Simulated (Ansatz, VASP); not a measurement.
# GaF: VASP beside Ansatz

```
Ga F
1.0
     3.16592    0.00000    0.00000
     0.00000    3.16592    0.00000
     0.00000    0.00000    3.16592
Ga F
1 1
Direct
  0.00000 0.00000 0.00000
  0.50000 0.50000 0.50000
```

Alike in both runs: task electric field gradients; functional PBE; k mesh 8 × 8 × 8; occupations fermi-dirac, width 0.05 eV; no spin polarisation.

|  | VASP | Ansatz |
| --- | --- | --- |
| version | VASP 6.6.1 | Ansatz 0.2.0 |
| potentials or method | VASP PAW PBE potentials, release 64 (Ga_d, F), cutoff 520 eV | all-electron PAW datasets made for the crystal |

Ansatz gave:

```
gap on the k mesh at the Fermi level (eV) : 0.33
least direct gap on the mesh (eV)         : 1.13
pressure (GPa)                            : 0.0
```

Question: Which values does VASP return?

Answer: gap on the k mesh at the Fermi level (eV): 0.34; least direct gap on the mesh (eV): 1.12; pressure (GPa): -0.1.

Ansatz ran all-electron here, and VASP with PAW potentials.
